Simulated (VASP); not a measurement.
Wanted: the native input for a VASP 6.6.1 run.

| Item | Value |
| --- | --- |
| Task | single point |
| Functional | RPBE |
| Potentials or basis | VASP PAW PBE potentials, release 64 (Be) |
| Cutoff | 520 eV |
| k mesh | 1 × 1 × 1 |
| Occupations | fermi-dirac, width 0.01 eV |
| Spin | collinear spin, ferromagnetic start |
| Starting moments | [0.01] μB |
| Dipole correction | no |
| Further INCAR settings | ALGO = Normal; EDIFF = 1e-07; NBANDS = 11; ISYM = 0 |

The structure of Be lies in POSCAR:

```
Be
1.0
   14.0000000000      0.0000000000      0.0000000000
    0.0000000000     14.4000000000      0.0000000000
    0.0000000000      0.0000000000     14.8000000000
Be
1
Direct
    0.5000000000      0.5000000000      0.5000000000
```

The input as run:

INCAR

```
SYSTEM = Be
PREC     = Accurate       ! precision mode
ENCUT    = 520            ! plane-wave cutoff, eV
EDIFF    = 1E-7           ! SCF threshold, eV
ISMEAR   = -1             ! smearing method
SIGMA    = 0.01           ! smearing width, eV
LREAL    = .False.        ! projectors in reciprocal space
LASPH    = .True.         ! aspherical terms in the spheres
NELM     = 150            ! most SCF steps
ALGO     = Normal         ! electronic algorithm
ISIF     = 2              ! what is computed and relaxed
LWAVE    = .False.        ! write WAVECAR
LCHARG   = .True.         ! write CHGCAR
ISPIN    = 2              ! spin polarisation
MAGMOM   = 0.01           ! initial moments
LORBIT   = 11             ! projections on sites
GGA      = RP             ! functional
LELF     = .True.         ! ELF
LVHAR    = .True.       
ISYM     = 0            
NBANDS   = 11             ! bands
```

KPOINTS

```
regular mesh
0
Gamma
  1 1 1
  0 0 0
```

Potentials or basis: VASP PAW PBE potentials, release 64 (Be).

The run is started by

```console
$ cat potpaw_PBE.64/Be/POTCAR > POTCAR
$ mpirun -np 1 vasp_gam > vasp.out
```

It gave:

| Item | Value |
| --- | --- |
| Pressure | 0.0 GPa |
| Band gap on the k mesh | 3.62 eV |
| Net moment | 0.00 μB per cell |
| Valence electrons inside the program's atomic spheres | Be 0.67 |

Caveat: the PAW data sets were made with another functional, which shifts forces and pressure a little.

It took 9.4 min on 1 thread of Intel Xeon 8259CL, with other jobs on the host, peak memory 2.6 GiB.
